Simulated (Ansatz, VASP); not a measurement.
**One calculation of MoS2, two programs**

```xyz
3
Lattice="3.2804 0.0000 0.0000 -1.6402 2.8409 0.0000 0.0000 0.0000 6.4160" Properties=species:S:1:pos:R:3 pbc="T T T"
Mo    0.0000    0.0000    3.2080
S     0.0000    1.8939    1.6381
S     1.6402    0.9470    4.7778
```

Alike in both runs: task single point; functional LDA; k mesh 10 × 10 × 5; no spin polarisation.

|  | VASP | Ansatz |
| --- | --- | --- |
| version | VASP 6.6.1 | Ansatz 0.2.0 |
| potentials or method | VASP PAW LDA potentials, release 64 (Mo_sv, S), cutoff 520 eV | plane waves, PAW |
| occupations | fermi-dirac, width 0.1 eV | fermi-dirac |
| valence electrons in the cell | 26 | 26 |

|  | VASP | Ansatz | Ansatz less VASP |
| --- | --- | --- | --- |
| pressure (GPa) | -11.1 | -11.2 | -0.10 |
| traceless stress, the component that is largest in VASP (GPa) | 1.62 | 1.60 | -0.014 |

LDA's correlation is that of Perdew and Zunger in VASP and of Perdew and Wang (1992) in Ansatz. Ansatz's warnings: structure snapped to symmetry.
